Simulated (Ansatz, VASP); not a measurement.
One calculation of P, two programs

Contents of INCAR:

```
SYSTEM = P
  PREC = Accurate
  ENCUT = 520
  EDIFF = 1E-6
  ISMEAR = 0
  SIGMA = 0.15
  LREAL = .FALSE.
  LASPH = .TRUE.
  NELM = 80
  ALGO = Normal
  ISIF = 2
  LWAVE = .FALSE.
  LCHARG = .FALSE.
  GGA = PS
  NBANDS = 12
```

Contents of KPOINTS:

```
regular mesh
0
G
  18 18 18
  0 0 0
```

File POSCAR:

```
P
1.0
   -1.8268308465      2.7163782403      1.9333019012
    1.8268308465     -2.7163782403      1.9333019012
    1.8268308465      2.7163782403     -1.9333019012
P
2
Direct
    0.8033091100      0.0533091100      0.7500000000
    0.1966908900      0.9466908900      0.2500000000
```

Input for Ansatz:

```yaml
crystal:
  lattice:
    - [-1.8268308465, 2.7163782403, 1.9333019012]
    - [1.8268308465, -2.7163782403, 1.9333019012]
    - [1.8268308465, 2.7163782403, -1.9333019012]
  atoms:
    - { symbol: P, position: [0.80330911, 0.05330911, 0.75] }
    - { symbol: P, position: [0.19669089, 0.94669089, 0.25] }
basis:
  ecutwfc: 420
kpoints:
  mp_grid: { grid: [18, 18, 18] }
hamiltonian:
  xc: pbesol
scf:
  occupations: { method: gaussian, width: 0.15 }
output:
  forces: true
  stress: true
  eigenvalues: true
```

Change from the starting cell: strain +0.080 along x and y, +0.040 along z, atoms carried along.

Alike in both runs: task single point; functional PBEsol; k mesh 18 × 18 × 18; occupations gaussian, width 0.15 eV; no spin polarisation.

|  | VASP | Ansatz |
| --- | --- | --- |
| version | VASP 6.6.1 | Ansatz 0.2.0 |
| potentials or method | VASP PAW PBE potentials, release 64 (P), cutoff 520 eV | scalar-relativistic, plane waves, PAW |
| valence electrons in the cell | 10 | 10 |

```tsv
	VASP	Ansatz	Ansatz less VASP
gap on the k mesh at the Fermi level (eV)	none	none	-
pressure (GPa)	-14.0	-14.0	0.00
traceless stress, the component that is largest in VASP (GPa)	4.37	4.34	-0.030
rms of the force components (eV/Å)	0.325	0.313	-0.0119
```

VASP's potentials were made for PBE, not for PBEsol. Atom by atom the forces differ by 0.012 eV/Å (rms over components). A gap of «none» marks a metal or a gap that the smearing closes.
